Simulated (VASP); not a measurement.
# TiC (Khamrabaevite) (Fm-3m) in VASP: further runs, part 2 of 2

VASP 6.6.1.

## Step 3: Electric field gradients, PBE

File INCAR:

```
SYSTEM = TiC
ALGO = Normal ; EDIFF = 1E-8
ENCUT = 520 ; GGA = PE
ISIF = 2 ; ISMEAR = -1
LASPH = .TRUE. ; LCHARG = .FALSE.
LEFG = .TRUE. ; LREAL = .FALSE.
LWAVE = .FALSE. ; NBANDS = 15
NELM = 80 ; PREC = Accurate
SIGMA = 0.02
```

File KPOINTS:

```
k-points
0
G
  17 17 17
  0 0 0
```

File POSCAR:

```
TiC
1.0
    0.0000000000      2.1640000000      2.1640000000
    2.1640000000      0.0000000000      2.1640000000
    2.1640000000      2.1640000000      0.0000000000
Ti C
1 1
Direct
    0.0000000000      0.0000000000      0.0000000000
    0.5000000000      0.5000000000      0.5000000000
```

Potentials or basis: VASP PAW PBE potentials, release 64 (Ti_sv, C).

Run with:

```console
> cat potpaw_PBE.64/Ti_sv/POTCAR potpaw_PBE.64/C/POTCAR > POTCAR
> mpirun -np 1 vasp_std > vasp.out
```

OUTCAR:

```text
SYSTEM = TiC
   EDIFF = 1E-8
   ENCUT = 520
   GGA = PE
   ISIF = 2
   ISMEAR = -1
   LASPH = .TRUE.
   LREAL = .FALSE.
   NELM = 80
   PREC = Accurate

 ion  position               nearest neighbor table
   1  0.000  0.000  0.000-   2 2.16   2 2.16   2 2.16   2 2.16   2 2.16   2 2.16
   2  0.500  0.500  0.500-   1 2.16   1 2.16   1 2.16   1 2.16   1 2.16   1 2.16

  LATTYP: Found a face centered cubic cell.
 ALAT       =     4.3280000000

  Lattice vectors:

 A1 = (   0.0000000000,   2.1640000000,   2.1640000000)
 A2 = (   2.1640000000,   0.0000000000,   2.1640000000)
 A3 = (   2.1640000000,   2.1640000000,   0.0000000000)

Analysis of symmetry for initial positions (statically):
=====================================================================
 Subroutine PRICEL returns:
 Original cell was already a primitive cell.

 Routine SETGRP: Setting up the symmetry group for a
 face centered cubic supercell.

 Subroutine GETGRP returns: Found 48 space group operations
 (whereof 48 operations were pure point group operations)
 out of a pool of 48 trial point group operations.

The static configuration has the point symmetry O_h .

Analysis of symmetry for dynamics (positions and initial velocities):
=====================================================================
 Subroutine PRICEL returns:
 Original cell was already a primitive cell.

 Routine SETGRP: Setting up the symmetry group for a
 face centered cubic supercell.

 Subroutine GETGRP returns: Found 48 space group operations
 (whereof 48 operations were pure point group operations)
 out of a pool of 48 trial point group operations.

The dynamic configuration has the point symmetry O_h .

 Subroutine INISYM returns: Found 48 space group operations
 (whereof 48 operations are pure point group operations),
 and found     1 'primitive' translations

----------------------------------------------------------------------------------------

                                     Primitive cell

  volume of cell :      20.2676

  direct lattice vectors                    reciprocal lattice vectors
     0.000000000  2.164000000  2.164000000    -0.231053604  0.231053604  0.231053604
     2.164000000  0.000000000  2.164000000     0.231053604 -0.231053604  0.231053604
     2.164000000  2.164000000  0.000000000     0.231053604  0.231053604 -0.231053604

  length of vectors
     3.060358149  3.060358149  3.060358149     0.400196582  0.400196582  0.400196582

  position of ions in fractional coordinates (direct lattice)
     0.000000000  0.000000000  0.000000000
     0.500000000  0.500000000  0.500000000

  ion indices of the primitive-cell ions
   primitive index   ion index
                 1           1
                 2           2

----------------------------------------------------------------------------------------

 KPOINTS: k-points

Automatic generation of k-mesh.
 Grid dimensions read from file:
 generate k-points for:   17   17   17

 Generating k-lattice:

  Cartesian coordinates                     Fractional coordinates (reciprocal lattice)
[... 74 lines left out ...]
   EFERMI =   0.00;   METHOD = LEGACY
   ISMEAR =    -1;   SIGMA  =   0.02  broadening in eV -4-tet -1-fermi 0-gaus
   EFERMI_NEDOS =   21; number of points for ismear=-14 and -15
   IALGO  =     38    algorithm
   IMIX   =      4    mixing-type and parameters
     AMIX     =   0.40;   BMIX     =  1.00
     AMIX_MAG =   1.60;   BMIX_MAG =  1.00
  volume/ion in A,a.u.               =      10.13        68.39
  Fermi-wavevector in a.u.,A,eV,Ry     =   1.513030  2.859212 31.147275  2.289260
  Thomas-Fermi vector in A             =   2.622876
   LORBIT       =      0    0 simple, 1 ext, 2 COOP (PROOUT), +10 PAW based schemes
   GGA     = PE    functional components
   LHFCALC =     F    Hartree Fock is set to
   AEXX    =    0.0000 exact exchange contribution
   IVDW    =     0    specifies the selected vdW correction
   LEPSILON=     F    determine dielectric tensor
   LRPA    =     F    only Hartree local field effects (RPA)
 non-spin polarized calculation
  energy-cutoff  :      520.00
  volume of cell :       20.27
 maximum number of plane-waves:       560
   NGX = 11   NGY = 11   NGZ = 11

 number of electron      16.0000001 magnetization

 Free energy of the ion-electron system (eV)
  ---------------------------------------------------
  ext. energy  EPLUGINS =         0.00000000
  ---------------------------------------------------
  free energy    TOTEN  =       -18.70879083 eV

  energy without entropy =      -18.70835473  energy(sigma->0) =      -18.70857278

 E-fermi :   9.4416     XC(G=0): -12.7104

 val. band max:        9.4187528478   @ k =   0.2941   0.2353   0.0000
 cond. band min:       9.4743011167   @ k =  -0.0588   0.0588   0.0000
 fundamental gap:      0.0555482689
 Fermi energy:         9.4415959407

 k-point     1 :       0.0000    0.0000    0.0000
  band No.  band energies     occupation
      1     -47.1429      2.00000
      2     -23.1657      2.00000
      3     -23.1657      2.00000
      4     -23.1657      2.00000
      5      -2.9678      2.00000
      6      10.1341      0.00000
      7      10.1341      0.00000
      8      10.1341      0.00000
      9      11.1206      0.00000
     10      11.1206      0.00000
     11      11.1206      0.00000
     12      11.1574      0.00000
     13      11.1574      0.00000
     14      19.9576      0.00000
[... 401 lines left out ...]
      2     -23.2628      2.00000
      3     -23.1885      2.00000
      4     -23.1697      2.00000
      5      -2.4842      2.00000
      6       8.4706      2.00000
      7       8.7627      2.00000
      8       8.9518      2.00000
      9      10.4105      0.00000
     10      10.9423      0.00000
     11      11.9460      0.00000
     12      12.9536      0.00000
     13      13.9987      0.00000
     14      20.7018      0.00000
     15      23.5371      0.00000

 [... further k-points ...]
[... 5 lines left out ...]
  --------------------------------------------------------------------------------------
  -------------------------------------------------------------------------------------
  Total        0.1359023      0.1359023      0.1359023      0.0000000      0.0000000     -0.0000000
  in kB       10.7432522     10.7432522     10.7432522      0.0000000      0.0000000     -0.0000000
  external PRESSURE =      10.7432522 kB  Pullay stress =       0.0000000 kB

 VOLUME and BASIS-vectors are now :
 -----------------------------------------------------------------------------
  energy-cutoff  :      520.00
  volume of cell :       20.27
      direct lattice vectors                 reciprocal lattice vectors
     0.000000000  2.164000000  2.164000000    -0.231053604  0.231053604  0.231053604
     2.164000000  0.000000000  2.164000000     0.231053604 -0.231053604  0.231053604
     2.164000000  2.164000000  0.000000000     0.231053604  0.231053604 -0.231053604

 POSITION                                       TOTAL-FORCE (eV/Angst)
 -----------------------------------------------------------------------------------
      0.00000      0.00000      0.00000         0.000000      0.000000      0.000000
      2.16400      2.16400      2.16400        -0.000000     -0.000000     -0.000000
 -----------------------------------------------------------------------------------
    total drift:                                0.000000     -0.000000     -0.000000

  FREE ENERGIE OF THE ION-ELECTRON SYSTEM (eV)
  ---------------------------------------------------
  free  energy   TOTEN  =       -18.7087908252 eV

  energy  without entropy=      -18.7083547258  energy(sigma->0) =      -18.70857278

 Electric field gradients (V/A^2)
---------------------------------------------------------------------
 ion       V_xx      V_yy      V_zz      V_xy      V_xz      V_yz
---------------------------------------------------------------------
   1       0.000     0.000    -0.000     0.000     0.000     0.000
   2      -0.000     0.000     0.000     0.000     0.000     0.000
---------------------------------------------------------------------

 Electric field gradients after diagonalization (V/A^2)
 (convention: |V_zz| > |V_xx| > |V_yy|)
----------------------------------------------------------------------
 ion       V_xx      V_yy      V_zz     asymmetry (V_yy - V_xx)/ V_zz
----------------------------------------------------------------------
   1      -0.000    -0.000     0.001       0.000
   2      -0.000    -0.000     0.000       0.000
----------------------------------------------------------------------

           NMR quadrupolar parameters

 Cq : quadrupolar parameter    Cq=e*Q*V_zz/h
 eta: asymmetry parameters     (V_yy - V_xx)/ V_zz
 Q  : nuclear electric quadrupole moment in mb (millibarn)
----------------------------------------------------------------------
 ion       Cq(MHz)       eta       Q (mb)
----------------------------------------------------------------------
   1       0.000       0.000       1.000
   2       0.000       0.000       1.000
----------------------------------------------------------------------
```

OSZICAR:

```text
N       E                     dE             d eps       ncg     rms          rms(c)
DAV:   1     0.116931543655E+03    0.11693E+03   -0.79305E+03  4965   0.127E+03
DAV:   2    -0.167269741305E+02   -0.13366E+03   -0.12476E+03  5307   0.333E+02
DAV:   3    -0.240716826727E+02   -0.73447E+01   -0.72333E+01  6444   0.770E+01
DAV:   4    -0.243093995000E+02   -0.23772E+00   -0.23753E+00  6143   0.127E+01
DAV:   5    -0.243155684113E+02   -0.61689E-02   -0.61682E-02  6474   0.179E+00    0.183E+01
DAV:   6    -0.193260267062E+02    0.49895E+01   -0.11830E+01  7077   0.563E+01    0.691E+00
DAV:   7    -0.187441071737E+02    0.58192E+00   -0.21380E+00  5846   0.207E+01    0.492E+00
DAV:   8    -0.187206521836E+02    0.23455E-01   -0.10508E-01  5547   0.342E+00    0.343E+00
DAV:   9    -0.187118002566E+02    0.88519E-02   -0.96065E-02  6749   0.426E+00    0.720E-01
DAV:  10    -0.187110248993E+02    0.77536E-03   -0.11431E-02  6360   0.130E+00    0.653E-01
DAV:  11    -0.187089596720E+02    0.20652E-02   -0.29485E-03  5748   0.790E-01    0.200E-01
DAV:  12    -0.187087978908E+02    0.16178E-03   -0.32984E-04  6646   0.243E-01    0.402E-02
DAV:  13    -0.187087909227E+02    0.69681E-05   -0.50237E-05  5552   0.663E-02    0.646E-03
DAV:  14    -0.187087909787E+02   -0.56033E-07   -0.12052E-06  5930   0.114E-02    0.459E-03
DAV:  15    -0.187087908187E+02    0.16003E-06   -0.31225E-07  5692   0.878E-03    0.179E-03
DAV:  16    -0.187087908252E+02   -0.65550E-08   -0.50177E-08  5755   0.343E-03
   1 F= -.18708791E+02 E0= -.18708573E+02  d E =-.436099E-03
```

stdout:

```text
POSCAR found type information on POSCAR TiC
 POSCAR found :  2 types and       2 ions
 scaLAPACK will be used
 LDA part: xc-table for (Slater+PW92), standard interpolation
 POSCAR, INCAR and KPOINTS ok, starting setup
 FFT: planning ... GRIDC
 FFT: planning ... GRID_SOFT
 FFT: planning ... GRID
 WAVECAR not read
 entering main loop
ion   1

ion   2
```

Wall time 34 s (1 thread of Intel Xeon 6975P-C, shared host); peak memory 0.18 GiB.

Results:

* Free energy: -18.7088 eV
* Pressure: 1.1 GPa
* Band gap on the k mesh: zero (band 8 reaches 10.13 eV, above the bottom of band 9 at 9.04 eV)

Caveat: without QUAD_EFG the Cq values of the log hold for a quadrupole moment of 1 mb, not for the nuclei.

## Step 4: Electric field gradients, LDA

File INCAR:

```
SYSTEM = TiC
PREC     = Accurate       ! precision mode
ENCUT    = 520            ! plane-wave cutoff, eV
EDIFF    = 1E-8           ! SCF threshold, eV
ISMEAR   = -1             ! smearing method
SIGMA    = 0.05           ! smearing width, eV
LREAL    = .FALSE.        ! projectors in reciprocal space
LASPH    = .TRUE.         ! aspherical terms in the spheres
NELM     = 80             ! most SCF steps
ALGO     = Normal         ! electronic algorithm
ISIF     = 2              ! what is computed and relaxed
LWAVE    = .FALSE.        ! write WAVECAR
LCHARG   = .FALSE.        ! write CHGCAR
GGA      = CA             ! functional
LEFG     = .TRUE.       
NBANDS   = 15             ! bands
```

File KPOINTS:

```
Automatic mesh
0
G
  18 18 18
  0 0 0
```

POSCAR is that of step 3.

Potentials or basis: VASP PAW LDA potentials, release 64 (Ti_sv, C).

Run with:

```console
> cat potpaw_LDA.64/Ti_sv/POTCAR potpaw_LDA.64/C/POTCAR > POTCAR
> mpirun -np 1 vasp_std > vasp.out
```

OUTCAR:

```text
SYSTEM = TiC
   PREC = Accurate
   ENCUT = 520
   EDIFF = 1E-8
   ISMEAR = -1
   LREAL = .FALSE.
   LASPH = .TRUE.
   NELM = 80
   ISIF = 2
   GGA = CA

 ion  position               nearest neighbor table
   1  0.000  0.000  0.000-   2 2.16   2 2.16   2 2.16   2 2.16   2 2.16   2 2.16
   2  0.500  0.500  0.500-   1 2.16   1 2.16   1 2.16   1 2.16   1 2.16   1 2.16

  LATTYP: Found a face centered cubic cell.
 ALAT       =     4.3280000000

  Lattice vectors:

 A1 = (   0.0000000000,   2.1640000000,   2.1640000000)
 A2 = (   2.1640000000,   0.0000000000,   2.1640000000)
 A3 = (   2.1640000000,   2.1640000000,   0.0000000000)

Analysis of symmetry for initial positions (statically):
=====================================================================
 Subroutine PRICEL returns:
 Original cell was already a primitive cell.

 Routine SETGRP: Setting up the symmetry group for a
 face centered cubic supercell.

 Subroutine GETGRP returns: Found 48 space group operations
 (whereof 48 operations were pure point group operations)
 out of a pool of 48 trial point group operations.

The static configuration has the point symmetry O_h .

Analysis of symmetry for dynamics (positions and initial velocities):
=====================================================================
 Subroutine PRICEL returns:
 Original cell was already a primitive cell.

 Routine SETGRP: Setting up the symmetry group for a
 face centered cubic supercell.

 Subroutine GETGRP returns: Found 48 space group operations
 (whereof 48 operations were pure point group operations)
 out of a pool of 48 trial point group operations.

The dynamic configuration has the point symmetry O_h .
[... 165 lines left out ...]
     11      10.9518      0.00000
     12      10.9768      0.00000
     13      10.9768      0.00000
     14      19.8983      0.00000
[... 401 lines left out ...]
      2     -23.2672      2.00000
      3     -23.0583      2.00000
      4     -23.0334      2.00000
      5      -1.6810      2.00000
      6       6.6319      2.00000
      7       7.4982      2.00000
      8       7.7302      2.00000
      9      10.7301      0.00000
     10      11.1543      0.00000
     11      12.1585      0.00000
     12      14.4308      0.00000
     13      15.4712      0.00000
     14      20.6201      0.00000
     15      23.5359      0.00000

 [... further k-points ...]
[... 5 lines left out ...]
  --------------------------------------------------------------------------------------
  -------------------------------------------------------------------------------------
  Total       -1.4369144     -1.4369144     -1.4369144     -0.0000000     -0.0000000      0.0000000
  in kB     -113.5899008   -113.5899008   -113.5899008     -0.0000000     -0.0000000      0.0000000
  external PRESSURE =    -113.5899008 kB  Pullay stress =       0.0000000 kB

 VOLUME and BASIS-vectors are now :
 -----------------------------------------------------------------------------
  energy-cutoff  :      520.00
  volume of cell :       20.27
      direct lattice vectors                 reciprocal lattice vectors
     0.000000000  2.164000000  2.164000000    -0.231053604  0.231053604  0.231053604
     2.164000000  0.000000000  2.164000000     0.231053604 -0.231053604  0.231053604
     2.164000000  2.164000000  0.000000000     0.231053604  0.231053604 -0.231053604

 POSITION                                       TOTAL-FORCE (eV/Angst)
 -----------------------------------------------------------------------------------
      0.00000      0.00000      0.00000         0.000000      0.000000      0.000000
      2.16400      2.16400      2.16400        -0.000000     -0.000000     -0.000000
 -----------------------------------------------------------------------------------
    total drift:                                0.000000     -0.000000     -0.000000

  FREE ENERGIE OF THE ION-ELECTRON SYSTEM (eV)
  ---------------------------------------------------
  free  energy   TOTEN  =       -20.5082577166 eV

  energy  without entropy=      -20.5056531041  energy(sigma->0) =      -20.50695541

 Electric field gradients (V/A^2)
---------------------------------------------------------------------
 ion       V_xx      V_yy      V_zz      V_xy      V_xz      V_yz
---------------------------------------------------------------------
   1       0.000    -0.000     0.000     0.000     0.000     0.000
   2       0.000    -0.000    -0.000     0.000     0.000     0.000
---------------------------------------------------------------------

 Electric field gradients after diagonalization (V/A^2)
 (convention: |V_zz| > |V_xx| > |V_yy|)
----------------------------------------------------------------------
 ion       V_xx      V_yy      V_zz     asymmetry (V_yy - V_xx)/ V_zz
----------------------------------------------------------------------
   1      -0.000    -0.000     0.001       0.000
   2      -0.000    -0.000     0.000       0.000
----------------------------------------------------------------------

           NMR quadrupolar parameters

 Cq : quadrupolar parameter    Cq=e*Q*V_zz/h
 eta: asymmetry parameters     (V_yy - V_xx)/ V_zz
 Q  : nuclear electric quadrupole moment in mb (millibarn)
----------------------------------------------------------------------
 ion       Cq(MHz)       eta       Q (mb)
----------------------------------------------------------------------
   1       0.000       0.000       1.000
   2       0.000       0.000       1.000
----------------------------------------------------------------------
```

Wall time 40 s (1 thread of Intel Xeon 6975P-C, shared host); peak memory 0.17 GiB.

What came out:

| Property | Result |
| --- | --- |
| Free energy | -20.5083 eV |
| Pressure | -11.4 GPa |
| Band gap on the k mesh | zero (band 8 reaches 9.89 eV, above the bottom of band 9 at 8.85 eV) |

Levels at points of the mesh, in eV from the Fermi level:
```
           k point  band 4  band 5  band 6  band 7  band 8  band 9  band 10  band 11  band 12  band 13
(0.00, 0.00, 0.00)  -32.27  -12.21    0.64    0.64    0.64    1.70     1.70     1.70     1.72     1.72
(0.50, 0.00, 0.00)  -32.32   -8.67   -5.83   -2.90   -2.90    2.89     2.89     4.08     8.19     8.19
(0.50, 0.50, 0.00)  -32.45   -9.93   -3.37   -1.67    0.00    0.00     2.73     3.49     3.49     5.90
```

Caveat: without QUAD_EFG the Cq values of the log hold for a quadrupole moment of 1 mb, not for the nuclei.
